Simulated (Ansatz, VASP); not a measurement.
**Yb in VASP and in Ansatz**

File INCAR:

```
PREC = Accurate ; ENCUT = 520
EDIFF = 1E-7 ; ISMEAR = -1
SIGMA = 0.1 ; LREAL = False
LASPH = True ; NELM = 80
ALGO = Normal ; ISIF = 2
LWAVE = False ; LCHARG = True
GGA = CA ; LELF = True
LVHAR = True ; NBANDS = 18
```

The input KPOINTS:

```
Automatic mesh
0
Gamma
  11 11 11
```

Contents of POSCAR:

```
Yb
1.0
    0.0000000000      2.4569516026      2.4569516026
    2.4569516026      0.0000000000      2.4569516026
    2.4569516026      2.4569516026      0.0000000000
Yb
1
Direct
    0.0000000000      0.0000000000      0.0000000000
```

Input for Ansatz:

```yaml
crystal:
  lattice:
    - [0.0, 2.4569516026, 2.4569516026]
    - [2.4569516026, 0.0, 2.4569516026]
    - [2.4569516026, 2.4569516026, 0.0]
  atoms:
    - { symbol: Yb, position: [0.0, 0.0, 0.0] }
hamiltonian:
  xc: lda
  pseudopotentials:
    kind: paw
    azcp:
      Yb: "pseudopotentials/Yb.paw.azcp"
basis:
  ecutwfc: 420
  fft_grid_basis: typed
kpoints:
  mp_grid: { grid: [11, 11, 11], shift: [0, 0, 0] }
magnetization:
  spin_polarized: false
scf:
  occupations: { method: fermi_dirac, width: 0.1 }
  lower_state_search: "off"
output:
  stress: true
```

Alike in both runs: task single point; functional LDA; k mesh 11 × 11 × 11; occupations fermi-dirac, width 0.1 eV; no spin polarisation.

|  | VASP | Ansatz |
| --- | --- | --- |
| version | VASP 6.6.1 | Ansatz 0.2.0 |
| potentials or method | VASP PAW PBE potentials, release 64 (Yb), cutoff 520 eV | plane waves (420 eV) with PAW, scalar-relativistic |
| valence electrons in the cell | 24 | 24 |

VASP gave:

* pressure (GPa): -0.3

Which values does Ansatz return?

Pressure (GPa): 0.0.

VASP's potentials were made for PBE, not for LDA, and Ansatz warns of the same on its side. LDA's correlation is that of Perdew and Zunger in VASP and of Perdew and Wang (1992) in Ansatz.

Neither program's run includes spin-orbit coupling.
